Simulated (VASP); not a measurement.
W2AuN3, 6 atoms in the cell. The structure is trigonal, space group P3m1 (No. 156). Conventional cell: a = 2.983 Å, b = 2.983 Å, c = 10.177 Å, α = 90.00°, β = 90.00°, γ = 120.00°. Within 2.7 Å of W (site symmetry 3m) lie 6 N at 2.02 to 2.13 Å. W (site symmetry 3m) has 3 N at 1.99 Å within 2.6 Å. Within 3.5 Å of Au (site symmetry 3m) lie 4 N at 2.67 to 3.18 Å and 4 W at 2.79 to 3.30 Å and 6 Au at 2.98 Å. Within 2.8 Å of N (site symmetry 3m) lie 3 W at 2.13 Å and 1 N at 2.32 Å and 3 Au at 2.67 Å. N (site symmetry 3m) has 3 W at 2.02 Å and 1 N at 2.32 Å within 2.7 Å. N (site symmetry 3m) has 3 W at 1.99 Å within 2.6 Å. The cell was built from a structure type or drawn by symmetry, and may not be a known phase.

- Program: VASP 6.6.1
- Task: single point
- Functional: PBE
- Potentials or basis: VASP PAW PBE potentials, release 64 (W_sv, Au, N)
- Cutoff: 600 eV
- k mesh: 6 × 6 × 2
- Occupations: gaussian, width 0.1 eV
- Spin: no spin polarisation
- Dipole correction: no
- Further INCAR settings: ALGO = Normal; EDIFF = 1e-06; NBANDS = 36

Potentials or basis: VASP PAW PBE potentials, release 64 (W_sv, Au, N).

Run with:

```bash
$ cat potpaw_PBE.64/W_sv/POTCAR potpaw_PBE.64/Au/POTCAR potpaw_PBE.64/N/POTCAR > POTCAR
$ mpirun -np 1 vasp_std > vasp.out
```

Hardware: 1 thread of Intel Xeon 8259CL, with other jobs on the host.

Question: How long does it take, and how much memory?

Answer: Wall time 95 s on 1 thread of Intel Xeon 8259CL, on a shared host, peak memory 0.23 GiB. Counts: scf iterations 18, k points 14.
